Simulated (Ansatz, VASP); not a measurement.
## ZnO: VASP beside Ansatz

```
CELL_PARAMETERS angstrom
5.21411 0.00000 0.00000
0.00000 5.59462 0.00000
0.00000 0.00000 27.92023
ATOMIC_POSITIONS crystal
Zn 0.47421 0.12474 0.27750
Zn 0.97421 0.87526 0.27750
Zn 0.50322 0.66015 0.32470
Zn 0.00322 0.33985 0.32470
Zn 0.50241 0.16430 0.38498
Zn 0.00241 0.83570 0.38498
Zn 0.50335 0.66641 0.44193
Zn 0.00335 0.33359 0.44193
Zn 0.50260 0.16599 0.50000
Zn 0.00260 0.83401 0.50000
Zn 0.50335 0.66641 0.55807
Zn 0.00335 0.33359 0.55807
Zn 0.50241 0.16430 0.61502
Zn 0.00241 0.83570 0.61502
Zn 0.50322 0.66015 0.67530
Zn 0.00322 0.33985 0.67530
Zn 0.47421 0.12474 0.72250
Zn 0.97421 0.87526 0.72250
O 0.62572 0.82505 0.26810
O 0.12572 0.17495 0.26810
O 0.62495 0.32919 0.32634
O 0.12495 0.67081 0.32634
O 0.62330 0.83044 0.38384
O 0.12330 0.16956 0.38384
O 0.62418 0.33282 0.44224
O 0.12418 0.66718 0.44224
O 0.62364 0.83261 0.50000
O 0.12364 0.16739 0.50000
O 0.62418 0.33282 0.55776
O 0.12418 0.66718 0.55776
O 0.62330 0.83044 0.61616
O 0.12330 0.16956 0.61616
O 0.62495 0.32919 0.67366
O 0.12495 0.67081 0.67366
O 0.62572 0.82505 0.73190
O 0.12572 0.17495 0.73190
```

Alike in both runs: functional PBEsol; k mesh 5 × 5 × 1; occupations gaussian, width 0.05 eV; no spin polarisation.

Ansatz relaxed the structure, and its values are those at the end. VASP's run is a single point on that final structure, the one shown.

|  | VASP | Ansatz |
| --- | --- | --- |
| version | VASP 6.6.1 | Ansatz 0.2.0 |
| potentials or method | VASP PAW PBE potentials, release 64 (Zn, O), cutoff 520 eV | scalar-relativistic, plane waves, PAW |
| valence electrons in the cell | 324 | 324 |

|  | VASP | Ansatz | Ansatz less VASP |
| --- | --- | --- | --- |
| gap on the k mesh at the Fermi level (eV) | 1.06 | 1.07 | +0.011 |
| least direct gap on the mesh (eV) | 1.06 | 1.07 | +0.011 |
| rms of the force components (eV/Å) | 0.025 | 0.004 | -0.0208 |

VASP's potentials were made for PBE, not for PBEsol. The functional is the same, so the differences come from potentials, cutoffs and numerics. Ansatz's warnings: xc potential rough in thin density.
